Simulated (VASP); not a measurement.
# NaPdO3 in VASP: further runs

NaPdO3 is run at these levels: LDA; tasks: single point.

Program: VASP 6.6.1. These are calculated values, not measurements. Logs are shortened: lines on timing, memory, paths and dates and some standing lists are left out, and cuts for length are marked.

## 1. The cell of the first run

Symmetry: Pm-3m, No. 221, cubic system. The conventional cell has a = 3.991 Å, b = 3.991 Å, c = 3.991 Å, α = 90.00°, β = 90.00°, γ = 90.00°. Within 3.7 Å of Na (site symmetry m-3m) lie 12 O at 2.82 Å and 8 Pd at 3.46 Å. Within 2.6 Å of Pd (site symmetry m-3m) lie 6 O at 2.00 Å. O (site symmetry 4/mmm) has 2 Pd at 2.00 Å within 2.6 Å.

## 2. Single point, LDA

Contents of INCAR:

```
SYSTEM = NaPdO3
PREC = Accurate
ENCUT = 520
EDIFF = 1E-6
ISMEAR = 1
SIGMA = 0.1
LREAL = .FALSE.
LASPH = .TRUE.
NELM = 60
ALGO = Normal
ISIF = 2
LWAVE = .FALSE.
LCHARG = .FALSE.
NBANDS = 26
```

Contents of KPOINTS:

```
Automatic mesh
0
G
  9 9 9
  0 0 0
```

Contents of POSCAR:

```
NaPdO3
1.0
    3.9911490000      0.0000000000      0.0000000000
    0.0000000000      3.9911490000      0.0000000000
    0.0000000000      0.0000000000      3.9911490000
Na Pd O
1 1 3
Direct
    0.0000000000      0.0000000000      0.0000000000
    0.5000000000      0.5000000000      0.5000000000
    0.5000000000      0.5000000000      0.0000000000
    0.5000000000      0.0000000000      0.5000000000
    0.0000000000      0.5000000000      0.5000000000
```

Potentials or basis: VASP PAW LDA potentials, release 64 (Na_pv, Pd, O).

On the command line:

```sh
cat potpaw_LDA.64/Na_pv/POTCAR potpaw_LDA.64/Pd/POTCAR potpaw_LDA.64/O/POTCAR > POTCAR
mpirun -np 1 vasp_std > vasp.out
```

OUTCAR:

```text
SYSTEM = NaPdO3
   PREC = Accurate
   ENCUT = 520
   EDIFF = 1E-6
   ISMEAR = 1
   LREAL = .FALSE.
   LASPH = .TRUE.
   NELM = 60
   ISIF = 2

 ion  position               nearest neighbor table
   1  0.000  0.000  0.000-
   2  0.500  0.500  0.500-   3 2.00   4 2.00   5 2.00   3 2.00   4 2.00   5 2.00
   3  0.500  0.500  0.000-   2 2.00   2 2.00
   4  0.500  0.000  0.500-   2 2.00   2 2.00
   5  0.000  0.500  0.500-   2 2.00   2 2.00

  LATTYP: Found a simple cubic cell.
 ALAT       =     3.9911490000

  Lattice vectors:

 A1 = (   3.9911490000,   0.0000000000,   0.0000000000)
 A2 = (   0.0000000000,   3.9911490000,   0.0000000000)
 A3 = (   0.0000000000,   0.0000000000,   3.9911490000)

Analysis of symmetry for initial positions (statically):
=====================================================================
 Subroutine PRICEL returns:
 Original cell was already a primitive cell.

 Routine SETGRP: Setting up the symmetry group for a
 simple cubic supercell.

 Subroutine GETGRP returns: Found 48 space group operations
 (whereof 48 operations were pure point group operations)
 out of a pool of 48 trial point group operations.

The static configuration has the point symmetry O_h .

Analysis of symmetry for dynamics (positions and initial velocities):
=====================================================================
 Subroutine PRICEL returns:
 Original cell was already a primitive cell.

 Routine SETGRP: Setting up the symmetry group for a
 simple cubic supercell.

 Subroutine GETGRP returns: Found 48 space group operations
 (whereof 48 operations were pure point group operations)
 out of a pool of 48 trial point group operations.

The dynamic configuration has the point symmetry O_h .

 Subroutine INISYM returns: Found 48 space group operations
 (whereof 48 operations are pure point group operations),
 and found     1 'primitive' translations

----------------------------------------------------------------------------------------

                                     Primitive cell

  volume of cell :      63.5761

  direct lattice vectors                    reciprocal lattice vectors
     3.991149000  0.000000000  0.000000000     0.250554414  0.000000000  0.000000000
     0.000000000  3.991149000  0.000000000     0.000000000  0.250554414  0.000000000
     0.000000000  0.000000000  3.991149000     0.000000000  0.000000000  0.250554414

  length of vectors
     3.991149000  3.991149000  3.991149000     0.250554414  0.250554414  0.250554414

  position of ions in fractional coordinates (direct lattice)
     0.000000000  0.000000000  0.000000000
     0.500000000  0.500000000  0.500000000
     0.500000000  0.500000000  0.000000000
     0.500000000  0.000000000  0.500000000
     0.000000000  0.500000000  0.500000000

  ion indices of the primitive-cell ions
   primitive index   ion index
                 1           1
                 2           2
                 3           3
                 4           4
                 5           5

----------------------------------------------------------------------------------------

 KPOINTS: Automatic mesh

Automatic generation of k-mesh.
 Grid dimensions read from file:
 generate k-points for:    9    9    9

 Generating k-lattice:

  Cartesian coordinates                     Fractional coordinates (reciprocal lattice)
     0.027839379  0.000000000  0.000000000     0.111111111  0.000000000  0.000000000
     0.000000000  0.027839379  0.000000000     0.000000000  0.111111111  0.000000000
     0.000000000  0.000000000  0.027839379     0.000000000  0.000000000  0.111111111

  Length of vectors
     0.027839379  0.027839379  0.027839379

  Shift w.r.t. Gamma in fractional coordinates (k-lattice)
     0.000000000  0.000000000  0.000000000

 Subroutine IBZKPT returns following result:
 ===========================================

 Found     35 irreducible k-points:

 Following reciprocal coordinates:
            Coordinates               Weight
  0.000000  0.000000  0.000000      1.000000
  0.111111  0.000000  0.000000      6.000000
  0.222222  0.000000  0.000000      6.000000
  0.333333  0.000000  0.000000      6.000000
  0.444444  0.000000  0.000000      6.000000
  0.111111  0.111111  0.000000     12.000000
[... 16 lines left out ...]
  0.333333  0.333333  0.111111     24.000000
  0.444444  0.333333  0.111111     48.000000
 [... further k-points ...]
   k-points           NKPTS =     35   k-points in BZ     NKDIM =     35   number of bands    NBANDS=     26
   number of dos      NEDOS =    301   number of ions     NIONS =      5
   total plane-waves  NPLWV =  27000
   dimension x,y,z NGX =    30 NGY =   30 NGZ =   30
   dimension x,y,z NGXF=    60 NGYF=   60 NGZF=   60
   ions per type =               1   1   3
   NGX,Y,Z   is equivalent  to a cutoff of  12.50, 12.50, 12.50 a.u.
   NGXF,Y,Z  is equivalent  to a cutoff of  24.99, 24.99, 24.99 a.u.
 SYSTEM =  NaPdO3
[... 66 lines left out ...]
  band No.  band energies     occupation
      1     -19.5947      2.00000
      2     -19.5947      2.00000
      3     -19.5947      2.00000
      4     -15.6371      2.00000
      5     -14.6772      2.00000
      6     -14.6772      2.00000
[... 18 lines left out ...]
     25      15.6456      0.00000
     26      15.6456      0.00000

 k-point     2 :       0.1111    0.0000    0.0000
  band No.  band energies     occupation
      1     -19.5974      2.00000
      2     -19.5945      2.00000
      3     -19.5945      2.00000
      4     -15.5933      2.00000
      5     -14.6748      2.00000
      6     -14.6582      2.00000
[... 18 lines left out ...]
     25      15.5934      0.00000
     26      15.5934      0.00000

 k-point     3 :       0.2222    0.0000    0.0000
  band No.  band energies     occupation
      1     -19.6043      2.00000
      2     -19.5941      2.00000
      3     -19.5941      2.00000
      4     -15.4832      2.00000
      5     -14.6690      2.00000
      6     -14.6036      2.00000
[... 18 lines left out ...]
     25      15.4618      0.00000
     26      15.4618      0.00000

 k-point     4 :       0.3333    0.0000    0.0000
  band No.  band energies     occupation
      1     -19.6121      2.00000
      2     -19.5937      2.00000
      3     -19.5937      2.00000
      4     -15.3618      2.00000
      5     -14.6626      2.00000
      6     -14.5259      2.00000
[... 18 lines left out ...]
     25      15.3138      0.00000
     26      15.3138      0.00000

 k-point     5 :       0.4444    0.0000    0.0000
  band No.  band energies     occupation
      1     -19.6171      2.00000
      2     -19.5934      2.00000
      3     -19.5934      2.00000
      4     -15.2867      2.00000
      5     -14.6581      2.00000
      6     -14.4635      2.00000
[... 18 lines left out ...]
     25      15.2189      0.00000
     26      15.2189      0.00000

 k-point     6 :       0.1111    0.1111    0.0000
  band No.  band energies     occupation
      1     -19.5979      2.00000
      2     -19.5964      2.00000
      3     -19.5944      2.00000
      4     -15.5491      2.00000
      5     -14.6639      2.00000
      6     -14.6482      2.00000
[... 427 lines left out ...]
 k-point    21 :       0.3333    0.2222    0.1111
  band No.  band energies     occupation
      1     -19.6089      2.00000
      2     -19.6005      2.00000
      3     -19.5948      2.00000
      4     -15.1551      2.00000
      5     -14.5903      2.00000
      6     -14.5027      2.00000
[... 18 lines left out ...]
     25      14.7045      0.00000
     26      16.1509      0.00000

 k-point    22 :       0.4444    0.2222    0.1111
  band No.  band energies     occupation
      1     -19.6129      2.00000
      2     -19.5998      2.00000
      3     -19.5943      2.00000
      4     -15.0829      2.00000
      5     -14.5834      2.00000
      6     -14.4392      2.00000
[... 18 lines left out ...]
     25      14.7624      0.00000
     26      15.7873      0.00000

 k-point    23 :       0.3333    0.3333    0.1111
  band No.  band energies     occupation
      1     -19.6077      2.00000
      2     -19.6052      2.00000
      3     -19.5941      2.00000
      4     -15.0381      2.00000
      5     -14.5264      2.00000
      6     -14.4760      2.00000
[... 18 lines left out ...]
     25      14.6745      0.00000
     26      15.8349      0.00000

 k-point    24 :       0.4444    0.3333    0.1111
  band No.  band energies     occupation
      1     -19.6103      2.00000
      2     -19.6050      2.00000
      3     -19.5937      2.00000
      4     -14.9741      2.00000
      5     -14.4987      2.00000
      6     -14.4236      2.00000
[... 18 lines left out ...]
     25      14.4691      0.00000
     26      15.8493      0.00000

 [... further k-points ...]

------------------------ aborting loop because EDIFF is reached ----------------------------------------

  FORCE on cell =-STRESS in cart. coord.  units (eV):
  Direction    XX          YY          ZZ          XY          YZ          ZX
  --------------------------------------------------------------------------------------
  -------------------------------------------------------------------------------------
  Total       -4.8829746     -4.8829746     -4.8829746     -0.0000000      0.0000000     -0.0000000
  in kB     -123.0555555   -123.0555555   -123.0555555     -0.0000000      0.0000000     -0.0000000
  external PRESSURE =    -123.0555555 kB  Pullay stress =       0.0000000 kB

 VOLUME and BASIS-vectors are now :
 -----------------------------------------------------------------------------
  energy-cutoff  :      520.00
  volume of cell :       63.58
      direct lattice vectors                 reciprocal lattice vectors
     3.991149000  0.000000000  0.000000000     0.250554414  0.000000000  0.000000000
     0.000000000  3.991149000  0.000000000     0.000000000  0.250554414  0.000000000
     0.000000000  0.000000000  3.991149000     0.000000000  0.000000000  0.250554414

 POSITION                                       TOTAL-FORCE (eV/Angst)
 -----------------------------------------------------------------------------------
      0.00000      0.00000      0.00000         0.000000      0.000000      0.000000
      1.99557      1.99557      1.99557         0.000000      0.000000      0.000000
      1.99557      1.99557      0.00000         0.000000      0.000000      0.000000
      1.99557      0.00000      1.99557         0.000000      0.000000      0.000000
      0.00000      1.99557      1.99557         0.000000      0.000000      0.000000
 -----------------------------------------------------------------------------------
    total drift:                                0.000000      0.000000     -0.000000

  FREE ENERGIE OF THE ION-ELECTRON SYSTEM (eV)
  ---------------------------------------------------
  free  energy   TOTEN  =       -26.7959198747 eV

  energy  without entropy=      -26.7942130671  energy(sigma->0) =      -26.79535094
```

It took 40 s on 1 thread of Oxide Virtual Turin-like, shared host; peak memory 0.15 GiB.

What came out:

```yaml
Free_energy: -26.7959 eV
Pressure: -12.3 GPa
Band_gap_on_the_k_mesh: zero (an odd number of electrons rules out a gap without spin polarisation)
```

Caveat: the cell stands under tension; an odd number of electrons without spin polarisation forces a metal; a magnetic or distorted state may lie lower.

## 3. Single point, LDA

Contents of INCAR:

```
SYSTEM = NaPdO3
ALGO     = Normal         ! electronic algorithm
EDIFF    = 1E-6           ! SCF threshold, eV
ENCUT    = 520            ! plane-wave cutoff, eV
ISIF     = 2              ! what is computed and relaxed
ISMEAR   = 1              ! smearing method
LASPH    = .TRUE.         ! aspherical terms in the spheres
LCHARG   = .FALSE.        ! write CHGCAR
LREAL    = .FALSE.        ! projectors in reciprocal space
LWAVE    = .FALSE.        ! write WAVECAR
NBANDS   = 26             ! bands
NELM     = 100            ! most SCF steps
PREC     = Accurate       ! precision mode
SIGMA    = 0.1            ! smearing width, eV
```

Contents of KPOINTS:

```
k-points
0
G
  9 9 9
  0 0 0
```

Changes to POSCAR since step 2:

```diff
@@ -2,4 +2,4 @@
 1.0
-    3.9911490000      0.0000000000      0.0000000000
-    0.0000000000      3.9911490000      0.0000000000
+    3.9911490000     -0.0399114900      0.0000000000
+   -0.0399114900      3.9911490000      0.0000000000
     0.0000000000      0.0000000000      3.9911490000
```

Potentials or basis: VASP PAW LDA potentials, release 64 (Na_pv, Pd, O).

On the command line:

```sh
cat potpaw_LDA.64/Na_pv/POTCAR potpaw_LDA.64/Pd/POTCAR potpaw_LDA.64/O/POTCAR > POTCAR
mpirun -np 1 vasp_std > vasp.out
```

It took 2.9 min on 1 thread of Oxide Virtual Turin-like, shared host; peak memory 0.26 GiB.

It converged, with:

- Free energy: -26.7932 eV
- Pressure: -12.3 GPa
- Band gap on the k mesh: zero (an odd number of electrons rules out a gap without spin polarisation)

Stress tensor (GPa, compression positive):
```
-12.27   0.79   0.00
  0.79 -12.27   0.00
  0.00   0.00 -12.29
```

Levels at points of the mesh, in eV from the Fermi level:
```csv
k point,band 16,band 17,band 18,band 19,band 20,band 21
"(0.00, 0.00, 0.00)",-1.00,-0.99,-0.97,-0.96,-0.90,4.85
```

Caveat: the cell stands under tension; an odd number of electrons without spin polarisation forces a metal; a magnetic or distorted state may lie lower.

## 4. Single point, LDA

Contents of INCAR:

```
SYSTEM = NaPdO3
  ALGO = Normal
  EDIFF = 1E-6
  ENCUT = 520
  GGA = CA
  ISIF = 2
  ISMEAR = 1
  LASPH = .TRUE.
  LCHARG = .FALSE.
  LREAL = .FALSE.
  LWAVE = .FALSE.
  NBANDS = 26
  NELM = 80
  PREC = Accurate
  SIGMA = 0.1
```

KPOINTS is that of step 3.

Changes to POSCAR since step 3:

```diff
@@ -2,4 +2,4 @@
 1.0
-    3.9911490000     -0.0399114900      0.0000000000
-   -0.0399114900      3.9911490000      0.0000000000
+    3.9911490000     -0.0199557450      0.0000000000
+   -0.0199557450      3.9911490000      0.0000000000
     0.0000000000      0.0000000000      3.9911490000
```

On the command line:

```sh
cat potpaw_LDA.64/Na_pv/POTCAR potpaw_LDA.64/Pd/POTCAR potpaw_LDA.64/O/POTCAR > POTCAR
mpirun -np 1 vasp_std > vasp.out
```

Run time: 1.9 min. Hardware: 1 thread of Oxide Virtual Turin-like, shared host; peak memory 0.26 GiB.

It converged, with:

```
Free energy            : -26.7952 eV
Pressure               : -12.2 GPa
Band gap on the k mesh : zero (an odd number of electrons rules out a gap without spin polarisation)
```

Stress tensor (GPa, compression positive):
```
-12.24   0.40   0.00
  0.40 -12.24   0.00
  0.00   0.00 -12.25
```

Levels at points of the mesh, in eV from the Fermi level:
```
           k point  band 14  band 15  band 16  band 17  band 18  band 19  band 20  band 21  band 22  band 23
(0.00, 0.00, 0.00)    -1.67    -1.04    -1.00    -0.99    -0.97    -0.96    -0.93     4.85    10.62    11.27
```

Caveat: the cell stands under tension; an odd number of electrons without spin polarisation forces a metal; a magnetic or distorted state may lie lower.

## 5. Single point, LDA

Contents of INCAR:

```
  PREC = Accurate
  ENCUT = 520
  EDIFF = 1E-6
  ISMEAR = 1
  SIGMA = 0.1
  LREAL = False
  LASPH = True
  NELM = 80
  ALGO = Normal
  ISIF = 2
  LWAVE = False
  LCHARG = False
  GGA = CA
  NBANDS = 26
```

Contents of KPOINTS:

```
regular mesh
0
Gamma
  9 9 9
```

Changes to POSCAR since step 4:

```diff
@@ -2,4 +2,4 @@
 1.0
-    3.9911490000     -0.0199557450      0.0000000000
-   -0.0199557450      3.9911490000      0.0000000000
+    3.9911490000      0.0199557450      0.0000000000
+    0.0199557450      3.9911490000      0.0000000000
     0.0000000000      0.0000000000      3.9911490000
```

On the command line:

```sh
cat potpaw_LDA.64/Na_pv/POTCAR potpaw_LDA.64/Pd/POTCAR potpaw_LDA.64/O/POTCAR > POTCAR
mpirun -np 1 vasp_std > vasp.out
```

Run time: 2.6 min. Hardware: 1 thread of Oxide Virtual Turin-like, shared host; peak memory 0.26 GiB.

It converged, with:

| Quantity | Value |
| --- | --- |
| Free energy | -26.7952 eV |
| Pressure | -12.2 GPa |
| Band gap on the k mesh | zero (an odd number of electrons rules out a gap without spin polarisation) |

Stress tensor (GPa, compression positive):
```
-12.23  -0.40   0.00
 -0.40 -12.23   0.00
  0.00   0.00 -12.24
```

Levels at points of the mesh, in eV from the Fermi level:
```csv
k point,band 15,band 16,band 17,band 18,band 19,band 20,band 21,band 22
"(0.00, 0.00, 0.00)",-1.04,-1.00,-0.99,-0.97,-0.96,-0.93,4.85,10.62
```

Caveat: the cell stands under tension; an odd number of electrons without spin polarisation forces a metal; a magnetic or distorted state may lie lower.

## 6. Single point, LDA

Contents of INCAR:

```
ALGO = Normal
EDIFF = 1E-6
ENCUT = 520
GGA = CA
ISIF = 2
ISMEAR = 1
LASPH = T
LCHARG = T
LELF = T
LREAL = F
LVHAR = T
LWAVE = F
NBANDS = 26
NELM = 60
PREC = Accurate
SIGMA = 0.1
```

Contents of KPOINTS:

```
k-points
0
Gamma
  9 9 9
```

Changes to POSCAR since step 5:

```diff
@@ -2,4 +2,4 @@
 1.0
-    3.9911490000      0.0199557450      0.0000000000
-    0.0199557450      3.9911490000      0.0000000000
+    3.9911490000      0.0399114900      0.0000000000
+    0.0399114900      3.9911490000      0.0000000000
     0.0000000000      0.0000000000      3.9911490000
```

Potentials or basis: VASP PAW LDA potentials, release 64 (Na_pv, Pd, O).

On the command line:

```sh
cat potpaw_LDA.64/Na_pv/POTCAR potpaw_LDA.64/Pd/POTCAR potpaw_LDA.64/O/POTCAR > POTCAR
mpirun -np 1 vasp_std > vasp.out
```

It took 2.6 min on 1 thread of Oxide Virtual Turin-like, shared host; peak memory 0.26 GiB.

Results (log left out):

```yaml
Free_energy: -26.7932 eV
Pressure: -12.2 GPa
Band_gap_on_the_k_mesh: zero (an odd number of electrons rules out a gap without spin polarisation)
```

Stress tensor (GPa, compression positive):
```
-12.21  -0.79   0.00
 -0.79 -12.21   0.00
  0.00   0.00 -12.23
```

Levels at points of the mesh, in eV from the Fermi level:
```tsv
k point	band 14	band 15	band 16	band 17	band 18	band 19	band 20	band 21	band 22	band 23
(0.00, 0.00, 0.00)	-1.68	-1.07	-1.00	-0.99	-0.97	-0.96	-0.90	4.85	10.62	11.26
```

Caveat: the cell stands under tension; an odd number of electrons without spin polarisation forces a metal; a magnetic or distorted state may lie lower.

## 7. The runs side by side

| cell | gap on the mesh (eV) | pressure (GPa) |
| --- | --- | --- |
| a = 3.991 Å, 5 atoms | none | -12.3 |
| a = 3.991 Å, angles 90.0, 90.0, 91.1°, 5 atoms | none | -12.3 |
| a = 3.991 Å, angles 90.0, 90.0, 90.6°, 5 atoms | none | -12.2 |
| a = 3.991 Å, angles 90.0, 90.0, 89.4°, 5 atoms | none | -12.2 |
| a = 3.991 Å, angles 90.0, 90.0, 88.9°, 5 atoms | none | -12.2 |

Alike in all rows: task single point; level LDA; potentials or basis VASP PAW LDA potentials, release 64 (Na_pv, Pd, O); no spin polarisation; k mesh 9 × 9 × 9; cutoff (eV) 520; smearing methfessel-paxton 0.1 eV.

Caveats: the cell stands under tension; an odd number of electrons without spin polarisation forces a metal; a magnetic or distorted state may lie lower.

Total energies depend on the potentials used, so only differences within one code and one set of settings carry meaning.
